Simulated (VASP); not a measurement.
The system is ZnSe (Stilleite).

```
CELL_PARAMETERS angstrom
4.00760 0.00000 0.00000
2.00380 3.47068 0.00000
2.00380 1.15689 3.27219
ATOMIC_POSITIONS crystal
Zn 0.00000 0.00000 0.00000
Se 0.25000 0.25000 0.25000
```

Base run:

- Program: VASP 6.6.1
- Functional: r2SCAN
- Potentials or basis: VASP PAW PBE potentials, release 64 (Zn, Se)
- Cutoff: 520 eV
- k mesh: 6 × 6 × 6
- Occupations: methfessel-paxton, width 0.01 eV
- Spin: no spin polarisation

Its results: band gap on the k mesh 1.87 eV, direct; pressure 0.0 GPa.

The run is repeated on the same cell with these changes: functional from r2SCAN to PBEsol; further incar settings from ALGO = Normal; EDIFF = 1e-06; NBANDS = 16 to ALGO = Normal; EDIFF = 1e-07; NBANDS = 16. What comes out?

Band gap on the k mesh 1.17 eV, direct; pressure -0.8 GPa.

Caveats: the PAW data sets were made with another functional, which shifts forces and pressure a little.

